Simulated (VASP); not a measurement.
BAs:

```
B As
1.0
     0.00000    2.39187    2.39187
     2.39187    0.00000    2.39187
     2.39187    2.39187    0.00000
B As
1 1
Direct
  0.00000 0.00000 0.00000
  0.25000 0.25000 0.25000
```

Program: VASP 6.6.1. Alike in all runs: task single point; potentials or basis VASP PAW PBE potentials, release 64 (B, As); no spin polarisation; cell as given; k mesh 4 × 4 × 4; cutoff (eV) 520; smearing gaussian 0.01 eV.

Q: Order these runs on this cell by their band gap on the k mesh, lowest first.
A. level PBE-based screened hybrid with 75 % exact exchange; share of exact exchange 0.75; screening parameter 0.3 1/Å
B. level PBE-based screened hybrid with 15 % exact exchange; share of exact exchange 0.15; screening parameter 0.3 1/Å
C. level HSE06; share of exact exchange 0.25; screening parameter 0.2079 1/Å
D. level PBE-based global hybrid with 35 % exact exchange; share of exact exchange 0.35

A: B (1.72 eV), C (2.12 eV), A (3.09 eV), D (3.49 eV).

Caveats: all runs use coarse meshes.

A k mesh can miss the band edges.
